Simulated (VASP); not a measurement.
# SiC (Moissanite 3C) (F-43m) in VASP: notebook

The runs below take SiC (Moissanite 3C) through vibrations by perturbation theory, with LDA.

Program: VASP 6.6.1. These are calculated values, not measurements. Logs are shortened: lines on timing, memory, paths and dates and some standing lists are left out, and cuts for length are marked.

## 1. The cell of the first run

It takes space group F-43m (No. 216, cubic). The conventional cell has a = 4.314 Å, b = 4.314 Å, c = 4.314 Å, α = 90.00°, β = 90.00°, γ = 90.00°. Within 2.5 Å of Si (site symmetry -43m) lie 4 C at 1.87 Å. C (site symmetry -43m) has 4 Si at 1.87 Å within 2.5 Å.

## 2. Vibrations by perturbation theory, LDA

Input file INCAR:

```
PREC = Accurate ; ENCUT = 600
EDIFF = 1E-8 ; ISMEAR = 0
SIGMA = 0.01 ; LREAL = F
LASPH = T ; NELM = 120
ALGO = Normal ; ISIF = 2
LWAVE = F ; LCHARG = F
GGA = CA ; NBANDS = 11
IBRION = 8 ; NSW = 1
GGA_COMPAT = F
```

Input file KPOINTS:

```
regular mesh
0
Gamma
  10 10 10
```

Input file POSCAR:

```
SiC
1.0
    0.0000000000      2.1569883941      2.1569883941
    2.1569883941      0.0000000000      2.1569883941
    2.1569883941      2.1569883941      0.0000000000
Si C
1 1
Direct
    0.0000000000      0.0000000000      0.0000000000
    0.2500000000      0.2500000000      0.2500000000
```

Potentials or basis: VASP PAW LDA potentials, release 64 (Si, C).

The run is started by

```console
> cat potpaw_LDA.64/Si/POTCAR potpaw_LDA.64/C/POTCAR > POTCAR
> mpirun -np 1 vasp_std > vasp.out
```

OUTCAR:

```text
PREC = Accurate
   ENCUT = 600
   EDIFF = 1E-8
   ISMEAR = 0
   LREAL = F
   LASPH = T
   NELM = 120
   ISIF = 2
   GGA = CA
   IBRION = 8
   NSW = 1

 ion  position               nearest neighbor table
   1  0.000  0.000  0.000-   2 1.87   2 1.87   2 1.87   2 1.87
   2  0.250  0.250  0.250-   1 1.87   1 1.87   1 1.87   1 1.87

  LATTYP: Found a face centered cubic cell.
 ALAT       =     4.3139767882

  Lattice vectors:

 A1 = (   0.0000000000,   2.1569883941,   2.1569883941)
 A2 = (   2.1569883941,   0.0000000000,   2.1569883941)
 A3 = (   2.1569883941,   2.1569883941,   0.0000000000)

Analysis of symmetry for initial positions (statically):
=====================================================================
 Subroutine PRICEL returns:
 Original cell was already a primitive cell.

 Routine SETGRP: Setting up the symmetry group for a
 face centered cubic supercell.

 Subroutine GETGRP returns: Found 24 space group operations
 (whereof 24 operations were pure point group operations)
 out of a pool of 48 trial point group operations.

The static configuration has the point symmetry T_d .

Analysis of symmetry for dynamics (positions and initial velocities):
=====================================================================
 Subroutine PRICEL returns:
 Original cell was already a primitive cell.

 Routine SETGRP: Setting up the symmetry group for a
 face centered cubic supercell.

 Subroutine GETGRP returns: Found 24 space group operations
 (whereof 24 operations were pure point group operations)
 out of a pool of 48 trial point group operations.

The dynamic configuration has the point symmetry T_d .

 Subroutine INISYM returns: Found 24 space group operations
 (whereof 24 operations are pure point group operations),
 and found     1 'primitive' translations

----------------------------------------------------------------------------------------

                                     Primitive cell

[... 494 lines left out ...]

 VOLUME and BASIS-vectors are now :
 -----------------------------------------------------------------------------
  energy-cutoff  :      600.00
  volume of cell :       20.07
      direct lattice vectors                 reciprocal lattice vectors
     0.000000000  2.156988394  2.156988394    -0.231804678  0.231804678  0.231804678
     2.156988394  0.000000000  2.156988394     0.231804678 -0.231804678  0.231804678
     2.156988394  2.156988394  0.000000000     0.231804678  0.231804678 -0.231804678

 POSITION                                       TOTAL-FORCE (eV/Angst)
 -----------------------------------------------------------------------------------
      0.00000      0.00000      0.00000        -0.000000     -0.000000     -0.000000
      1.07849      1.07849      1.07849         0.000000      0.000000      0.000000
 -----------------------------------------------------------------------------------
    total drift:                                0.000000      0.000000      0.000000

  FREE ENERGIE OF THE ION-ELECTRON SYSTEM (eV)
  ---------------------------------------------------
  free  energy   TOTEN  =       -16.6424324924 eV

  energy  without entropy=      -16.6424324924  energy(sigma->0) =      -16.64243249

[... ionic steps 2 to 3 ...]

--------------------------------------- Ionic step        4  -------------------------------------------

------------------------ aborting loop because EDIFF is reached ----------------------------------------

[... ionic steps 5 to 6 ...]

--------------------------------------- Ionic step        7  -------------------------------------------

 Free energy of the ion-electron system (eV)
  ---------------------------------------------------
  ---------------------------------------------------
  free energy    TOTEN  =        -0.12501771 eV

  energy without entropy =       -0.12501771

------------------------ aborting loop because EDIFF is reached ----------------------------------------

 INTERNAL STRAIN TENSOR  FOR ION    2  DIRECTION 1   (eV/Angst):
 -----------------------------------------------------------------------------
    -0.00829  0.00000  0.00000
     0.00000  0.00352 -9.26843
     0.00000 -9.26843  0.00352

 INTERNAL STRAIN TENSOR FOR ION    2 for displacements in x,y,z  (eV/Angst):
          X           Y           Z          XY          YZ          ZX
  --------------------------------------------------------------------------------
  x    -0.00000     0.00000     0.00000     0.00000    -9.26843     0.00000
  y     0.00000    -0.00000     0.00000     0.00000     0.00000    -9.26843
  z     0.00000     0.00000    -0.00000    -9.26843     0.00000     0.00000

 SECOND DERIVATIVES (NOT SYMMETRIZED)
 ------------------------------------
               1X          1Y          1Z          2X          2Y          2Z
  1X   -20.157850    0.000000    0.000000   20.157850    0.000000    0.000000
  1Y     0.000000  -20.157850    0.000000    0.000000   20.157850    0.000000
  1Z     0.000000    0.000000  -20.157850    0.000000    0.000000   20.157850
  2X    20.160229    0.000000    0.000000  -20.160229    0.000000    0.000000
  2Y     0.000000   20.160229    0.000000    0.000000  -20.160229    0.000000
  2Z     0.000000    0.000000   20.160229    0.000000    0.000000  -20.160229

 Eigenvectors and eigenvalues of the dynamical matrix
 ----------------------------------------------------

   1 f  =   24.199952 THz   152.052783 2PiTHz  807.223512 cm-1   100.082915 meV
             X         Y         Z           dx          dy          dz
      0.000000  0.000000  0.000000     0.000000    0.547295    0.000000
      1.078494  1.078494  1.078494     0.000000   -0.836940    0.000000
[... 21 lines left out ...]
   6 f/i=    0.000654 THz     0.004109 2PiTHz    0.021816 cm-1     0.002705 meV
             X         Y         Z           dx          dy          dz
      0.000000  0.000000  0.000000     0.000000    0.000000    0.836940
      1.078494  1.078494  1.078494     0.000000    0.000000    0.547295

--------------------------------------------------------------------------------------------------------

 ELASTIC MODULI CONTR FROM IONIC RELAXATION (kBar)
 Direction    XX          YY          ZZ          XY          YZ          ZX
 --------------------------------------------------------------------------------
 XX          -0.0000     -0.0000     -0.0000     -0.0000     -0.0000     -0.0000
 YY          -0.0000     -0.0000     -0.0000     -0.0000     -0.0000     -0.0000
 ZZ          -0.0000     -0.0000     -0.0000     -0.0000     -0.0000     -0.0000
 XY          -0.0000     -0.0000     -0.0000   -312.9710     -0.0000     -0.0000
 YZ          -0.0000     -0.0000     -0.0000     -0.0000   -312.9710     -0.0000
 ZX          -0.0000     -0.0000     -0.0000     -0.0000      0.0000   -312.9710
 --------------------------------------------------------------------------------
```

It took 1.9 min on 1 thread of Intel Xeon 8259CL, shared host; peak memory 0.22 GiB.

What came out:

* Highest phonon frequency at Γ, LO-TO splitting left out: 807 cm⁻¹

Phonon frequencies in cm⁻¹ (negative: imaginary):
```
              q point        frequencies
(0.000, 0.000, 0.000)  0 0 0 807 807 807
```

Caveat: the cell wasn't relaxed at this level first, which shifts response properties.

(Part 1 of 2 ends here.)
